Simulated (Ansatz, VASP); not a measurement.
Mg3Cd2Te5 in VASP and in Ansatz

```
Mg Cd Te
1.0
     0.00043   -4.65646    0.00053
     4.65618   -0.00043   -0.00073
    -2.32888    2.32787   16.23379
Mg Cd Te
3 2 5
Direct
  0.09859 0.09841 0.19695
  0.49985 0.50023 0.00001
  0.90142 0.90140 0.80306
  0.69898 0.69840 0.39764
  0.30128 0.30170 0.60235
  0.04905 0.54912 0.09846
  0.45062 0.95094 0.90155
  0.85263 0.35246 0.70518
  0.25010 0.75032 0.49999
  0.64748 0.14703 0.29481
```

Change from the starting cell: cell x1, atoms moved at random (sigma 0.05 Å) and cell strained at random (1.5 %), then relaxed without symmetry.

Alike in both runs: functional PBE; k mesh 4 × 4 × 4; occupations gaussian, width 0.1 eV; no spin polarisation.

Ansatz relaxed the structure, and its values are those at the end. VASP's run is a single point on that final structure, the one shown.

```csv
,VASP,Ansatz
version,VASP 6.6.1,Ansatz 0.2.0
potentials or method,"VASP PAW PBE potentials, release 64 (Mg, Cd, Te), cutoff 520 eV","scalar-relativistic, plane waves, PAW"
valence electrons in the cell,60,150
```

```csv
,VASP,Ansatz,Ansatz less VASP
gap on the k mesh at the Fermi level (eV),1.45,1.45,+0.004
least direct gap on the mesh (eV),1.45,1.45,+0.004
pressure (GPa),0.0,0.0,-0.03
rms of the force components (eV/Å),0.006,0.002,-0.0041
```

VASP's potentials hold 60 valence electrons a cell and Ansatz's 150, so a difference there can come from the potentials and not from the codes.

Neither program's run includes spin-orbit coupling.
